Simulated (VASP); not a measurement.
# Ni (Fm-3m) in VASP: a series of runs, part 2 of 2

VASP 6.6.1. Earlier steps stand in the parts before.

## 3. Single point, RPBE, collinear spin, ferromagnetic start (volume scaled by 0.92)

The input, INCAR:

```
SYSTEM = Ni
PREC = Accurate
ENCUT = 520
EDIFF = 1E-6
ISMEAR = -1
SIGMA = 0.05
LREAL = .False.
LASPH = .True.
NELM = 150
ALGO = Normal
ISIF = 2
LWAVE = .False.
LCHARG = .False.
ISPIN = 2
MAGMOM = 0.691
LORBIT = 11
LMAXMIX = 4
GGA = RP
NBANDS = 15
```

The input, KPOINTS:

```
regular mesh
0
Gamma
  25 25 25
  0 0 0
```

The input, POSCAR:

```
Ni
1.0
    0.0000000000      1.7279619071      1.7279619071
    1.7279619071      0.0000000000      1.7279619071
    1.7279619071      1.7279619071      0.0000000000
Ni
1
Direct
    0.0000000000      0.0000000000      0.0000000000
```

Potentials or basis: VASP PAW PBE potentials, release 64 (Ni).

The run is started by

```sh
> cat potpaw_PBE.64/Ni/POTCAR > POTCAR
> mpirun -np 1 vasp_std > vasp.out
```

OUTCAR:

```text
SYSTEM = Ni
   PREC = Accurate
   ENCUT = 520
   EDIFF = 1E-6
   ISMEAR = -1
   LREAL = .False.
   LASPH = .True.
   NELM = 150
   ISIF = 2
   ISPIN = 2
   LORBIT = 11
   GGA = RP

 ion  position               nearest neighbor table
   1  0.000  0.000  0.000-

  LATTYP: Found a face centered cubic cell.
 ALAT       =     3.4559238142

  Lattice vectors:

 A1 = (   0.0000000000,   1.7279619071,   1.7279619071)
 A2 = (   1.7279619071,   0.0000000000,   1.7279619071)
 A3 = (   1.7279619071,   1.7279619071,   0.0000000000)

Analysis of symmetry for initial positions (statically):
=====================================================================
 Subroutine PRICEL returns:
 Original cell was already a primitive cell.

 Routine SETGRP: Setting up the symmetry group for a
 face centered cubic supercell.

 Subroutine GETGRP returns: Found 48 space group operations
 (whereof 48 operations were pure point group operations)
 out of a pool of 48 trial point group operations.

The static configuration has the point symmetry O_h .

Analysis of symmetry for dynamics (positions and initial velocities):
=====================================================================
 Subroutine PRICEL returns:
 Original cell was already a primitive cell.

 Routine SETGRP: Setting up the symmetry group for a
 face centered cubic supercell.

 Subroutine GETGRP returns: Found 48 space group operations
 (whereof 48 operations were pure point group operations)
 out of a pool of 48 trial point group operations.

The dynamic configuration has the point symmetry O_h .

Analysis of structural, dynamic, and magnetic symmetry:
=====================================================================
 Subroutine PRICEL returns:
 Original cell was already a primitive cell.

 Routine SETGRP: Setting up the symmetry group for a
 face centered cubic supercell.

 Subroutine GETGRP returns: Found 48 space group operations
 (whereof 48 operations were pure point group operations)
 out of a pool of 48 trial point group operations.
[... 162 lines left out ...]
      4       7.7185      1.00000
      5       8.9819      1.00000
      6       8.9819      1.00000
      7      34.4315      0.00000
      8      38.7728      0.00000
      9      38.7728      0.00000
     10      38.7728      0.00000
     11      41.8981      0.00000
     12      41.8981      0.00000
     13      41.8981      0.00000
     14      44.6271      0.00000
[... 403 lines left out ...]
      4       8.8123      1.00000
      5       9.6534      1.00000
      6       9.9224      0.99945
      7      17.6499      0.00000
      8      32.8114      0.00000
      9      34.9699      0.00000
     10      36.0201      0.00000
     11      39.3037      0.00000
     12      40.1230      0.00000
     13      45.5334      0.00000
     14      54.5796      0.00000
     15      56.2530      0.00000

 [... further k-points ...]

 spin component 2

 k-point     1 :       0.0000    0.0000    0.0000
  band No.  band energies     occupation
      1       0.8689      1.00000
      2       8.4776      1.00000
      3       8.4776      1.00000
      4       8.4776      1.00000
      5       9.5657      1.00000
      6       9.5657      1.00000
      7      34.2417      0.00000
      8      38.7222      0.00000
      9      38.7222      0.00000
     10      38.7222      0.00000
     11      41.9714      0.00000
     12      41.9714      0.00000
     13      41.9714      0.00000
     14      44.4911      0.00000
[... 403 lines left out ...]
      4       9.0432      1.00000
      5      10.4093      0.09643
      6      10.5268      0.01006
      7      17.9781      0.00000
      8      32.6639      0.00000
      9      35.0316      0.00000
     10      36.0895      0.00000
     11      39.3035      0.00000
     12      40.1363      0.00000
     13      45.6247      0.00000
     14      54.8204      0.00000
     15      57.3479      0.00000

 [... further k-points ...]

------------------------ aborting loop because EDIFF is reached ----------------------------------------

  FORCE on cell =-STRESS in cart. coord.  units (eV):
  Direction    XX          YY          ZZ          XY          YZ          ZX
  --------------------------------------------------------------------------------------
  -------------------------------------------------------------------------------------
  Total        1.1766123      1.1766123      1.1766123      0.0000000      0.0000000      0.0000000
  in kB      182.6886061    182.6886061    182.6886061      0.0000000      0.0000000      0.0000000
  external PRESSURE =     182.6886061 kB  Pullay stress =       0.0000000 kB

 VOLUME and BASIS-vectors are now :
 -----------------------------------------------------------------------------
  energy-cutoff  :      520.00
  volume of cell :       10.32
      direct lattice vectors                 reciprocal lattice vectors
     0.000000000  1.727961907  1.727961907    -0.289358231  0.289358231  0.289358231
     1.727961907  0.000000000  1.727961907     0.289358231 -0.289358231  0.289358231
     1.727961907  1.727961907  0.000000000     0.289358231  0.289358231 -0.289358231

 POSITION                                       TOTAL-FORCE (eV/Angst)
 -----------------------------------------------------------------------------------
      0.00000      0.00000      0.00000         0.000000     -0.000000     -0.000000
 -----------------------------------------------------------------------------------
    total drift:                                0.000000     -0.000000      0.000000

  FREE ENERGIE OF THE ION-ELECTRON SYSTEM (eV)
  ---------------------------------------------------
  free  energy   TOTEN  =        -4.9131337953 eV

  energy  without entropy=       -4.8999772646  energy(sigma->0) =       -4.90655553

 total charge

# of ion       s       p       d       tot
------------------------------------------
    1        0.520   0.546   8.337   9.403

 magnetization (x)

# of ion       s       p       d       tot
------------------------------------------
    1       -0.007  -0.027   0.657   0.623
```

stdout:

```text
POSCAR found type information on POSCAR Ni
 POSCAR found :  1 types and       1 ions
 scaLAPACK will be used
 -----------------------------------------------------------------------------
|                                                                             |
|                                                                             |
|     You enforced a specific xc type in the INCAR file but a different       |
|     I HOPE YOU KNOW WHAT YOU ARE DOING!                                     |
|                                                                             |
 -----------------------------------------------------------------------------

 LDA part: xc-table for (Slater+PW92), standard interpolation
 POSCAR, INCAR and KPOINTS ok, starting setup
 FFT: planning ... GRIDC
 FFT: planning ... GRID_SOFT
 FFT: planning ... GRID
 WAVECAR not read
 entering main loop
```

Run time: 80 s. Hardware: 1 thread of AMD EPYC 9R45 (Zen 5), shared host; peak memory 0.18 GiB.

Results:

```
Free energy                                           : -4.9131 eV
Pressure                                              : 18.3 GPa
Net moment                                            : 0.61 μB per cell
Site moments                                          : Ni +0.62 μB
Valence electrons inside the program's atomic spheres : Ni 9.40
```

Levels at points of the mesh, in eV from the Fermi level:
Spin up:
```csv
k point,band 2,band 3,band 4,band 5,band 6,band 7,band 8,band 9
"(0.00, 0.00, 0.00)",-2.58,-2.58,-2.58,-1.32,-1.32,24.13,28.48,28.48
```
Spin down:
| k point | band 3 | band 4 | band 5 | band 6 | band 7 | band 8 |
| --- | --- | --- | --- | --- | --- | --- |
| (0.00, 0.00, 0.00) | -1.82 | -1.82 | -0.73 | -0.73 | 23.94 | 28.42 |

Caveat: the PAW data sets were made with another functional, which shifts forces and pressure a little.
